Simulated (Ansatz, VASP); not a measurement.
# Ni in VASP and in Ansatz

Contents of INCAR:

```
SYSTEM = Ni
PREC = Accurate
ENCUT = 520
EDIFF = 1E-7
ISMEAR = -1
SIGMA = 0.05
LREAL = .FALSE.
LASPH = .TRUE.
NELM = 150
ALGO = Normal
ISIF = 2
LWAVE = .FALSE.
LCHARG = .FALSE.
ISPIN = 2
MAGMOM = 1.5 1.5
LORBIT = 11
LMAXMIX = 4
GGA = CA
NBANDS = 21
```

KPOINTS

```
Automatic mesh
0
G
  11 11 11
  0 0 0
```

Contents of POSCAR:

```
Ni
1.0
    0.0000000000      2.7674309400      0.0000000000
    0.0000000000      0.0000000000      2.7674309400
    2.7674309400      0.0000000000      0.0000000000
Ni
2
Direct
    0.0000000000      0.0000000000      0.0000000000
    0.5000000000      0.5000000000      0.5000000000
```

Input for Ansatz:

```yaml
crystal:
  lattice:
    - [0.0, 2.76743094, 0.0]
    - [0.0, 0.0, 2.76743094]
    - [2.76743094, 0.0, 0.0]
  atoms:
    - { symbol: Ni, position: [0.0, 0.0, 0.0], spin: 1.5 }
    - { symbol: Ni, position: [0.5, 0.5, 0.5], spin: 1.5 }
magnetization:
  spin_polarized: true
kpoints:
  mp_grid: { grid: [11, 11, 11] }
scf:
  occupations: { method: fermi_dirac, width: 0.05 }
  lower_state_search: "off"
hamiltonian:
  xc: lda
  pseudopotentials: { kind: all_electron, lapw: { basis_error: 0.001 } }
output:
  forces: true
  stress: true
  eigenvalues: true
  populations: true
```

Alike in both runs: task single point; functional LDA; k mesh 11 × 11 × 11; occupations fermi-dirac, width 0.05 eV; collinear spin.

```csv
,VASP,Ansatz
version,VASP 6.6.1,Ansatz 0.2.0
potentials or method,"VASP PAW LDA potentials, release 64 (Ni), cutoff 520 eV","all-electron LAPW, scalar-relativistic"
```

```tsv
	VASP	Ansatz	Ansatz less VASP
pressure (GPa)	-10.8	-10.6	+0.14
net moment per atom (μB)	0.45	0.51	+0.064
size of the moment on the site where the two differ most (μB)	0.45	0.53	+0.078
```

LDA's correlation is that of Perdew and Zunger in VASP and of Perdew and Wang (1992) in Ansatz. Site moments also hang on the region over which each program counts them. Ansatz ran all-electron here, and VASP with PAW potentials.
